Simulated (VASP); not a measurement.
# NiO2 (P6_3/mmc) in VASP: single point with PBEsol

Aim: the single point of NiO2 with PBEsol.

Program: VASP 6.6.1. These are calculated values, not measurements. Logs are shortened: lines on timing, memory, paths and dates and some standing lists are left out, and cuts for length are marked.

**1. The cell of the first run**

The structure is hexagonal, space group P6_3/mmc (No. 194). Conventional cell: a = 2.783 Å, b = 2.783 Å, c = 10.843 Å, α = 90.00°, β = 90.00°, γ = 120.00°. Within 2.5 Å of Ni (site symmetry -3m) lie 6 O at 1.86 Å. O (site symmetry 3m) has 3 Ni at 1.86 Å and 3 O at 2.46 Å within 2.5 Å.

**2. Single point, PBEsol**

INCAR

```
ALGO = Normal
EDIFF = 1E-6
ENCUT = 520
GGA = PS
ISIF = 2
ISMEAR = 0
LASPH = True
LCHARG = True
LELF = True
LREAL = False
LVHAR = True
LWAVE = False
NBANDS = 31
NELM = 60
PREC = Accurate
SIGMA = 0.05
```

KPOINTS

```
k-points
0
Gamma
  12 12 4
```

POSCAR

```
NiO2
1.0
    2.7833395248      0.0000000000      0.0000000000
   -1.3916697624      2.4104427359      0.0000000000
    0.0000000000      0.0000000000     10.8430490062
Ni O
2 4
Direct
    0.0000000000      0.0000000000      0.0000000000
    0.0000000000      0.0000000000      0.5000000000
    0.6666666667      0.3333333333      0.0860929541
    0.6666666667      0.3333333333      0.4139070459
    0.3333333333      0.6666666667      0.9139070459
    0.3333333333      0.6666666667      0.5860929541
```

Potentials or basis: VASP PAW PBE potentials, release 64 (Ni, O).

Started as:

```
> cat potpaw_PBE.64/Ni/POTCAR potpaw_PBE.64/O/POTCAR > POTCAR
> mpirun -np 1 vasp_std > vasp.out
```

OUTCAR:

```text
EDIFF = 1E-6
   ENCUT = 520
   GGA = PS
   ISIF = 2
   ISMEAR = 0
   LASPH = True
   LREAL = False
   NELM = 60
   PREC = Accurate

 ion  position               nearest neighbor table
   1  0.000  0.000  0.000-   3 1.86   5 1.86   3 1.86   5 1.86   3 1.86   5 1.86
   2  0.000  0.000  0.500-   4 1.86   6 1.86   4 1.86   6 1.86   4 1.86   6 1.86
   3  0.667  0.333  0.086-   1 1.86   1 1.86   1 1.86
   4  0.667  0.333  0.414-   2 1.86   2 1.86   2 1.86
   5  0.333  0.667  0.914-   1 1.86   1 1.86   1 1.86
   6  0.333  0.667  0.586-   2 1.86   2 1.86   2 1.86

  LATTYP: Found a hexagonal cell.
 ALAT       =     2.7833395248
 C/A-ratio  =     3.8956975639

  Lattice vectors:

 A1 = (   2.7833395248,   0.0000000000,   0.0000000000)
 A2 = (  -1.3916697624,   2.4104427359,   0.0000000000)
 A3 = (   0.0000000000,   0.0000000000,  10.8430490062)

Analysis of symmetry for initial positions (statically):
=====================================================================
 Subroutine PRICEL returns:
 Original cell was already a primitive cell.

 Routine SETGRP: Setting up the symmetry group for a
 hexagonal supercell.

 Subroutine GETGRP returns: Found 24 space group operations
 (whereof 12 operations were pure point group operations)
 out of a pool of 24 trial point group operations.

The static configuration has the point symmetry D_3d.
 The point group associated with its full space group is D_6h.

Analysis of symmetry for dynamics (positions and initial velocities):
=====================================================================
 Subroutine PRICEL returns:
 Original cell was already a primitive cell.

 Routine SETGRP: Setting up the symmetry group for a
 hexagonal supercell.

 Subroutine GETGRP returns: Found 24 space group operations
 (whereof 12 operations were pure point group operations)
 out of a pool of 24 trial point group operations.

The dynamic configuration has the point symmetry D_3d.
 The point group associated with its full space group is D_6h.

 Subroutine INISYM returns: Found 24 space group operations
 (whereof 12 operations are pure point group operations),
 and found     1 'primitive' translations

----------------------------------------------------------------------------------------

                                     Primitive cell

  volume of cell :      72.7469

  direct lattice vectors                    reciprocal lattice vectors
     2.783339525  0.000000000  0.000000000     0.359280638  0.207430773  0.000000000
    -1.391669762  2.410442736  0.000000000     0.000000000  0.414861546  0.000000000
     0.000000000  0.000000000 10.843049006     0.000000000  0.000000000  0.092224982

  length of vectors
     2.783339525  2.783339525 10.843049006     0.414861546  0.414861546  0.092224982

  position of ions in fractional coordinates (direct lattice)
     0.000000000  0.000000000  0.000000000
     0.000000000  0.000000000  0.500000000
     0.666666667  0.333333333  0.086092954
     0.666666667  0.333333333  0.413907046
     0.333333333  0.666666667  0.913907046
     0.333333333  0.666666667  0.586092954

  ion indices of the primitive-cell ions
   primitive index   ion index
                 1           1
                 2           2
                 3           3
                 4           4
                 5           5
                 6           6

----------------------------------------------------------------------------------------

 KPOINTS: k-points

Automatic generation of k-mesh.
 Grid dimensions read from file:
 generate k-points for:   12   12    4

 Generating k-lattice:

  Cartesian coordinates                     Fractional coordinates (reciprocal lattice)
     0.029940053  0.017285898  0.000000000     0.083333333  0.000000000  0.000000000
     0.000000000  0.034571796  0.000000000     0.000000000  0.083333333  0.000000000
     0.000000000  0.000000000  0.023056246     0.000000000  0.000000000  0.250000000

  Length of vectors
     0.034571796  0.034571796  0.023056246

  Shift w.r.t. Gamma in fractional coordinates (k-lattice)
     0.000000000  0.000000000  0.000000000

 Subroutine IBZKPT returns following result:
 ===========================================

 Found     57 irreducible k-points:

 Following reciprocal coordinates:
            Coordinates               Weight
  0.000000  0.000000  0.000000      1.000000
  0.083333  0.000000  0.000000      6.000000
  0.166667  0.000000  0.000000      6.000000
  0.250000  0.000000  0.000000      6.000000
  0.333333  0.000000  0.000000      6.000000
  0.416667  0.000000  0.000000      6.000000
[... 16 lines left out ...]
  0.250000  0.000000  0.250000     12.000000
  0.333333  0.000000  0.250000     12.000000
 [... further k-points ...]
   k-points           NKPTS =     57   k-points in BZ     NKDIM =     57   number of bands    NBANDS=     31
   number of dos      NEDOS =    301   number of ions     NIONS =      6
   total plane-waves  NPLWV =  48384
   dimension x,y,z NGX =    24 NGY =   24 NGZ =   84
   dimension x,y,z NGXF=    48 NGYF=   48 NGZF=  168
   ions per type =               2   4
   NGX,Y,Z   is equivalent  to a cutoff of  14.33, 14.33, 12.88 a.u.
   NGXF,Y,Z  is equivalent  to a cutoff of  28.67, 28.67, 25.76 a.u.
 SYSTEM =  unknown system
   PREC   = accura    normal or accurate (medium, high low for compatibility)
   ISTART =      0    job   : 0-new  1-cont  2-samecut
   ICHARG =      2    charge: 1-file 2-atom 10-const
   ISPIN  =      1    spin polarized calculation?
   LNONCOLLINEAR =      F non collinear calculations
   LSORBIT =      F    spin-orbit coupling
   LASPH  =      T    aspherical Exc in radial PAW
   ENCUT  =  520.0 eV  38.22 Ry    6.18 a.u.   5.18  5.18 20.16*2*pi/ulx,y,z
   NELM   =     60;   NELMIN=  2; NELMDL= -5     # of ELM steps
   EDIFF  = 0.1E-05   stopping-criterion for ELM
   LREAL  =      F    real-space projection
   EDIFFG = 0.1E-04   stopping-criterion for IOM
   NSW    =      0    number of steps for IOM
   IBRION =     -1    ionic relax: 0-MD 1-quasi-New 2-CG
   NFREE  =      0    steps in history (QN), initial steepest desc. (CG)
   ISIF   =      2    stress and relaxation
   ISYM   =      2    0-nonsym 1-usesym 2-fastsym
   POTIM  = 0.5000    time-step for ionic-motion
   TEBEG  =    0.0;   TEEND  =   0.0 temperature during run
   PSTRESS=    0.0 pullay stress
   NELECT =      44.0000    total number of electrons
   NUPDOWN=      -1.0000    fix difference up-down
   EMIN   =  10.00;   EMAX   =-10.00  energy-range for DOS
   EFERMI =   0.00;   METHOD = LEGACY
   ISMEAR =     0;   SIGMA  =   0.05  broadening in eV -4-tet -1-fermi 0-gaus
   EFERMI_NEDOS =   21; number of points for ismear=-14 and -15
   IALGO  =     38    algorithm
   IMIX   =      4    mixing-type and parameters
     AMIX     =   0.40;   BMIX     =  1.00
     AMIX_MAG =   1.60;   BMIX_MAG =  1.00
  volume/ion in A,a.u.               =      12.12        81.82
  Fermi-wavevector in a.u.,A,eV,Ry     =   1.384483  2.616293 26.079549  1.916793
  Thomas-Fermi vector in A             =   2.508983
   LORBIT       =      0    0 simple, 1 ext, 2 COOP (PROOUT), +10 PAW based schemes
   GGA     = PS    functional components
   LHFCALC =     F    Hartree Fock is set to
   AEXX    =    0.0000 exact exchange contribution
   IVDW    =     0    specifies the selected vdW correction
   LEPSILON=     F    determine dielectric tensor
   LRPA    =     F    only Hartree local field effects (RPA)
 non-spin polarized calculation
 Gauss-broadening in eV      SIGMA  =   0.05
  energy-cutoff  :      520.00
  volume of cell :       72.75
 maximum number of plane-waves:      1974
 NGX is ok and might be reduce to    24
   NGX = 11   NGY = 11   NGZ = 41

 number of electron      44.0000000 magnetization

 Free energy of the ion-electron system (eV)
  ---------------------------------------------------
  ext. energy  EPLUGINS =         0.00000000
  ---------------------------------------------------
  free energy    TOTEN  =       -37.51599156 eV

  energy without entropy =      -37.51599156  energy(sigma->0) =      -37.51599156

 E-fermi :   1.3272     XC(G=0):  -9.7632

 val. band max:        1.0790854306   @ k =   0.0833   0.0833   0.0000
 cond. band min:       2.2168163261   @ k =   0.2500   0.0000   0.0000
 fundamental gap:      1.1377308955
 Fermi energy:         1.3272399672

 k-point     1 :       0.0000    0.0000    0.0000
  band No.  band energies     occupation
      1     -18.5304      2.00000
      2     -18.5158      2.00000
      3     -16.0681      2.00000
      4     -16.0389      2.00000
      5      -4.5159      2.00000
      6      -4.5159      2.00000
[... 23 lines left out ...]
     30      12.1490      0.00000
     31      13.3100      0.00000

 k-point     2 :       0.0833    0.0000    0.0000
  band No.  band energies     occupation
      1     -18.4355      2.00000
      2     -18.4211      2.00000
      3     -16.0718      2.00000
      4     -16.0437      2.00000
      5      -4.5796      2.00000
      6      -4.5647      2.00000
[... 23 lines left out ...]
     30      12.4829      0.00000
     31      13.6413      0.00000

 k-point     3 :       0.1667    0.0000    0.0000
  band No.  band energies     occupation
      1     -18.1647      2.00000
      2     -18.1507      2.00000
      3     -16.0856      2.00000
      4     -16.0604      2.00000
      5      -4.7042      2.00000
      6      -4.6635      2.00000
[... 23 lines left out ...]
     30      13.3116      0.00000
     31      14.2061      0.00000

 k-point     4 :       0.2500    0.0000    0.0000
  band No.  band energies     occupation
      1     -17.7605      2.00000
      2     -17.7470      2.00000
      3     -16.1180      2.00000
      4     -16.0970      2.00000
      5      -4.8009      2.00000
      6      -4.7425      2.00000
[... 635 lines left out ...]
     30      13.0768      0.00000
     31      14.3070      0.00000

 k-point    23 :       0.2500    0.0000    0.2500
  band No.  band energies     occupation
      1     -17.7586      2.00000
      2     -17.7491      2.00000
      3     -16.1149      2.00000
      4     -16.1002      2.00000
      5      -4.7930      2.00000
      6      -4.7518      2.00000
[... 23 lines left out ...]
     30      13.8731      0.00000
     31      14.9708      0.00000

 k-point    24 :       0.3333    0.0000    0.2500
  band No.  band energies     occupation
      1     -17.2920      2.00000
      2     -17.2829      2.00000
      3     -16.1796      2.00000
      4     -16.1678      2.00000
      5      -4.9957      2.00000
      6      -4.9617      2.00000
[... 23 lines left out ...]
     30      14.3664      0.00000
     31      15.2363      0.00000

 [... further k-points ...]

------------------------ aborting loop because EDIFF is reached ----------------------------------------

  FORCE on cell =-STRESS in cart. coord.  units (eV):
  Direction    XX          YY          ZZ          XY          YZ          ZX
  --------------------------------------------------------------------------------------
  -------------------------------------------------------------------------------------
  Total        0.3539581      0.3539581      0.1754774      0.0000000      0.0000000      0.0000000
  in kB        7.7955719      7.7955719      3.8647145      0.0000000      0.0000000      0.0000000
  external PRESSURE =       6.4852861 kB  Pullay stress =       0.0000000 kB

 VOLUME and BASIS-vectors are now :
 -----------------------------------------------------------------------------
  energy-cutoff  :      520.00
  volume of cell :       72.75
      direct lattice vectors                 reciprocal lattice vectors
     2.783339525  0.000000000  0.000000000     0.359280638  0.207430773  0.000000000
    -1.391669762  2.410442736  0.000000000     0.000000000  0.414861546  0.000000000
     0.000000000  0.000000000 10.843049006     0.000000000  0.000000000  0.092224982

 POSITION                                       TOTAL-FORCE (eV/Angst)
 -----------------------------------------------------------------------------------
      0.00000      0.00000      0.00000         0.000000      0.000000      0.000000
      0.00000      0.00000      5.42152         0.000000      0.000000      0.000000
      1.39167      0.80348      0.93351        -0.000000      0.000000      0.064462
      1.39167      0.80348      4.48801         0.000000      0.000000     -0.064462
     -0.00000      1.60696      9.90954        -0.000000      0.000000     -0.064462
     -0.00000      1.60696      6.35503        -0.000000      0.000000      0.064462
 -----------------------------------------------------------------------------------
    total drift:                               -0.000000      0.000000      0.000000

  FREE ENERGIE OF THE ION-ELECTRON SYSTEM (eV)
  ---------------------------------------------------
  free  energy   TOTEN  =       -37.5159915637 eV

  energy  without entropy=      -37.5159915637  energy(sigma->0) =      -37.51599156
```

Wall time 2.4 min (1 thread of Intel Xeon Platinum 8375C at 2.90GHz (Ice Lake), shared host); peak memory 0.26 GiB.

Results:

| Property | Result |
| --- | --- |
| Free energy | -37.5160 eV |
| Pressure | 0.6 GPa |
| Largest force | 0.064 eV/Å |
| Band gap on the k mesh | 1.14 eV, indirect (least direct gap 1.37 eV) |

Forces on the atoms (eV/Å):
```
Ni   0.000  0.000  0.000
Ni   0.000  0.000  0.000
O    0.000  0.000  0.064
O    0.000  0.000 -0.064
O    0.000  0.000 -0.064
O    0.000  0.000  0.064
```

Stress tensor (GPa, compression positive):
```
0.78 0.00 0.00
0.00 0.78 0.00
0.00 0.00 0.39
```

Caveat: the PAW data sets were made with another functional, which shifts forces and pressure a little. Expect the measured gap to be larger: semilocal functionals such as PBEsol lack the derivative discontinuity.
